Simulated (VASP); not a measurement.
Here is a VASP 6.6.1 calculation.

The input INCAR:

```
ALGO = Normal
EDIFF = 1E-7
ENCUT = 520
GGA = CA
ISIF = 2
ISMEAR = -1
LASPH = T
LCHARG = F
LREAL = F
LWAVE = F
NBANDS = 22
NELM = 100
PREC = Accurate
SIGMA = 0.05
```

Contents of KPOINTS:

```
k-points
0
Gamma
  9 9 9
```

The input POSCAR:

```
GeCN2
1.0
    1.7817511454      1.0286945034      4.8889229472
   -1.7817511454      1.0286945034      4.8889229472
    0.0000000000     -2.0573890068      4.8889229472
Ge N C
1 2 1
Direct
    0.0000000000      0.0000000000      0.0000000000
    0.5839044000      0.5839044000      0.5839044000
    0.4160956000      0.4160956000      0.4160956000
    0.5000000000      0.5000000000      0.5000000000
```

Potentials or basis: VASP PAW LDA potentials, release 64 (Ge_d, N, C).

Run with:

```sh
$ cat potpaw_LDA.64/Ge_d/POTCAR potpaw_LDA.64/N/POTCAR potpaw_LDA.64/C/POTCAR > POTCAR
$ mpirun -np 1 vasp_std > vasp.out
```

Task: Predict the largest force.

Result: 0.405 eV/Å.

Task: Predict the band gap on the k mesh.

Result: 0.91 eV (least direct gap 1.67 eV).

Task: Predict the pressure.

Result: -3.8 GPa.

Stress tensor (GPa, compression positive):
```
-4.71  0.00  0.00
 0.00 -4.71  0.00
 0.00  0.00 -2.01
```

Caveat: the cell stands under tension. A k mesh can miss the band edges.
